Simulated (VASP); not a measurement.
Runs of VASP 6.6.1 on Si. The structure is that of space group I4_1/amd (No. 141), or close to it. The cells are those of the table. 

| cell | gap on the mesh (eV) | pressure (GPa) |
| --- | --- | --- |
| a = 4.131, b = 3.724, c = 3.790 Å, angles 66.7, 55.9, 57.4°, 2 atoms | none | -0.7 |
| a = 3.938, b = 3.833, c = 3.835 Å, angles 61.8, 59.1, 59.1°, 2 atoms | (a) | 0.0 |
| a = 3.835, b = 3.835, c = 3.935 Å, angles 59.1, 59.1, 61.7°, 2 atoms | 0.10 | 0.0 |
| a = 4.043, b = 3.841, c = 3.738 Å, angles 64.5, 59.0, 56.5°, 2 atoms | none | -0.2 |
| a = 3.955, b = 3.851, c = 3.801 Å, angles 62.2, 59.5, 58.3°, 2 atoms | none | -0.1 |
| a = 3.805, b = 3.805, c = 4.003 Å, angles 58.3, 58.3, 63.5°, 2 atoms | none | -0.1 |
| a = 4.002, b = 3.675, c = 3.948 Å, angles 63.2, 55.1, 61.7°, 2 atoms | none | 0.0 |
| a = 3.976, b = 3.641, c = 4.016 Å, angles 62.3, 54.2, 63.5°, 2 atoms | none | -0.1 |

Alike in all rows: task single point; level PBE; potentials or basis VASP PAW PBE potentials, release 64 (Si); no spin polarisation; k mesh 8 × 8 × 8; cutoff (eV) 520; smearing gaussian 0.05 eV.

Task: Fill in the values left out.

Result: (a) 0.08.

A k mesh can miss the band edges.

A gap of «none» marks levels without a gap at the run's occupations.
